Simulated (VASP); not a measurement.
# B2C (F-43m) in VASP: notebook, part 2 of 2

VASP 6.6.1. Earlier steps stand in the parts before.

**4. Single point, PBE**

This run uses another cell than the first one, of 6.45 Å³/atom, 1.011 times its volume.

Input file INCAR:

```
SYSTEM = B2C
PREC = Accurate
ENCUT = 600
EDIFF = 1E-6
ISMEAR = 0
SIGMA = 0.2
LREAL = .FALSE.
LASPH = .TRUE.
NELM = 120
ALGO = Normal
ISIF = 2
LWAVE = .FALSE.
LCHARG = .FALSE.
GGA = PE
NBANDS = 12
GGA_COMPAT = .FALSE.
```

Input file KPOINTS:

```
Automatic mesh
0
G
  7 7 7
  0 0 0
```

Input file POSCAR:

```
B2C
1.0
    0.0000000000      2.1307165907      2.1307165907
    2.1307165907      0.0000000000      2.1307165907
    2.1307165907      2.1307165907      0.0000000000
B C
2 1
Direct
    0.5000000000      0.5000000000      0.5000000000
    0.2500000000      0.2500000000      0.2500000000
    0.7500000000      0.7500000000      0.7500000000
```

Potentials or basis: VASP PAW PBE potentials, release 64 (B, C).

The run is started by

```bash
cat potpaw_PBE.64/B/POTCAR potpaw_PBE.64/C/POTCAR > POTCAR
mpirun -np 1 vasp_std > vasp.out
```

OUTCAR:

```text
SYSTEM = B2C
   PREC = Accurate
   ENCUT = 600
   EDIFF = 1E-6
   ISMEAR = 0
   LREAL = .FALSE.
   LASPH = .TRUE.
   NELM = 120
   ISIF = 2
   GGA = PE

 ion  position               nearest neighbor table
   1  0.500  0.500  0.500-   2 1.85   2 1.85   2 1.85   3 1.85   3 1.85   3 1.85   3 1.85   2 1.85

   2  0.250  0.250  0.250-   1 1.85   1 1.85   1 1.85   1 1.85
   3  0.750  0.750  0.750-   1 1.85   1 1.85   1 1.85   1 1.85

  LATTYP: Found a face centered cubic cell.
 ALAT       =     4.2614331814

  Lattice vectors:

 A1 = (   0.0000000000,   2.1307165907,   2.1307165907)
 A2 = (   2.1307165907,   0.0000000000,   2.1307165907)
 A3 = (   2.1307165907,   2.1307165907,   0.0000000000)

Analysis of symmetry for initial positions (statically):
=====================================================================
 Subroutine PRICEL returns:
 Original cell was already a primitive cell.

 Routine SETGRP: Setting up the symmetry group for a
 face centered cubic supercell.

 Subroutine GETGRP returns: Found 24 space group operations
 (whereof 24 operations were pure point group operations)
 out of a pool of 48 trial point group operations.

The static configuration has the point symmetry T_d .

Analysis of symmetry for dynamics (positions and initial velocities):
=====================================================================
 Subroutine PRICEL returns:
 Original cell was already a primitive cell.

 Routine SETGRP: Setting up the symmetry group for a
 face centered cubic supercell.

 Subroutine GETGRP returns: Found 24 space group operations
 (whereof 24 operations were pure point group operations)
 out of a pool of 48 trial point group operations.

The dynamic configuration has the point symmetry T_d .

 Subroutine INISYM returns: Found 24 space group operations
 (whereof 24 operations are pure point group operations),
 and found     1 'primitive' translations

----------------------------------------------------------------------------------------

                                     Primitive cell
[... 118 lines left out ...]
   LRPA    =     F    only Hartree local field effects (RPA)
 non-spin polarized calculation
 Gauss-broadening in eV      SIGMA  =   0.20
  energy-cutoff  :      600.00
  volume of cell :       19.35
 maximum number of plane-waves:       656
   NGX = 13   NGY = 13   NGZ = 13

 number of electron      10.0000000 magnetization

 Free energy of the ion-electron system (eV)
  ---------------------------------------------------
  ext. energy  EPLUGINS =         0.00000000
  ---------------------------------------------------
  free energy    TOTEN  =       -17.39617587 eV

  energy without entropy =      -17.37270586  energy(sigma->0) =      -17.38444086

 E-fermi :   9.3720     XC(G=0): -12.5821

 val. band max:        9.2863961820   @ k =  -0.2857   0.1429   0.0000
 cond. band min:       9.4044434066   @ k =  -0.2857   0.1429   0.0000
 fundamental gap:      0.1180472246
 Fermi energy:         9.3720129998

 k-point     1 :       0.0000    0.0000    0.0000
  band No.  band energies     occupation
      1     -10.0271      2.00000
      2       6.4965      2.00000
      3       6.4965      2.00000
      4       6.4965      2.00000
      5       9.1971      1.78372
      6       9.1971      1.78372
      7       9.1971      1.78372
      8      10.6893      0.00000
      9      16.5333      0.00000
     10      16.5333      0.00000
     11      16.5333      0.00000
     12      19.7309      0.00000
[... 271 lines left out ...]
 k-point    20 :      -0.2857    0.4286    0.1429
  band No.  band energies     occupation
      1      -4.2481      2.00000
      2      -2.1980      2.00000
      3      -1.2491      2.00000
      4       0.8169      2.00000
      5       8.8207      1.99990
      6      11.5170      0.00000
      7      14.9436      0.00000
      8      15.8586      0.00000
      9      16.6400      0.00000
     10      18.6142      0.00000
     11      22.0242      0.00000
     12      22.9866      0.00000

------------------------ aborting loop because EDIFF is reached ----------------------------------------

  FORCE on cell =-STRESS in cart. coord.  units (eV):
  Direction    XX          YY          ZZ          XY          YZ          ZX
  --------------------------------------------------------------------------------------
  -------------------------------------------------------------------------------------
  Total       -0.0522902     -0.0522902     -0.0522902      0.0000000      0.0000000      0.0000000
  in kB       -4.3303564     -4.3303564     -4.3303564      0.0000000      0.0000000      0.0000000
  external PRESSURE =      -4.3303564 kB  Pullay stress =       0.0000000 kB

 VOLUME and BASIS-vectors are now :
 -----------------------------------------------------------------------------
  energy-cutoff  :      600.00
  volume of cell :       19.35
      direct lattice vectors                 reciprocal lattice vectors
     0.000000000  2.130716591  2.130716591    -0.234662837  0.234662837  0.234662837
     2.130716591  0.000000000  2.130716591     0.234662837 -0.234662837  0.234662837
     2.130716591  2.130716591  0.000000000     0.234662837  0.234662837 -0.234662837

 POSITION                                       TOTAL-FORCE (eV/Angst)
 -----------------------------------------------------------------------------------
      2.13072      2.13072      2.13072         0.000000      0.000000     -0.000000
      1.06536      1.06536      1.06536        -0.000000     -0.000000      0.000000
      3.19607      3.19607      3.19607        -0.000000      0.000000      0.000000
 -----------------------------------------------------------------------------------
    total drift:                                0.000000      0.000000      0.000000

  FREE ENERGIE OF THE ION-ELECTRON SYSTEM (eV)
  ---------------------------------------------------
  free  energy   TOTEN  =       -17.3961758734 eV

  energy  without entropy=      -17.3727058550  energy(sigma->0) =      -17.38444086
```

Run time: 6.9 s. Hardware: 1 thread of Intel Xeon 8259CL, shared host; peak memory 0.13 GiB.

Results:

| Property | Result |
| --- | --- |
| Free energy | -17.3962 eV |
| Pressure | -0.4 GPa |
| Band gap on the k mesh | zero (band 5 reaches 9.62 eV, above the bottom of band 6 at 8.86 eV) |

Levels at points of the mesh, in eV from the Fermi level:
```csv
k point,band 2,band 3,band 4,band 5,band 6,band 7,band 8,band 9
"(0.00, 0.00, 0.00)",-2.88,-2.88,-2.88,-0.17,-0.17,-0.17,1.32,7.16
```

Caveat: the k points lie up to 0.36 Å⁻¹ apart.

**5. Overview**

| cell | k mesh | gap on the mesh (eV) | pressure (GPa) |
| --- | --- | --- | --- |
| a = 3.003 Å, angles 60.0°, 3 atoms | 6 × 6 × 6 | none | -0.1 |
| a = 3.014 Å, angles 60.0°, 3 atoms | 7 × 7 × 7 | none | -0.5 |
| a = 3.013 Å, angles 60.0°, 3 atoms | 7 × 7 × 7 | none | -0.4 |

Alike in all rows: task single point; level PBE; potentials or basis VASP PAW PBE potentials, release 64 (B, C); no spin polarisation; cutoff (eV) 600; smearing gaussian 0.2 eV.

Caveats: all runs use coarse meshes.

Absolute energies hang on the potentials; compare differences alone.
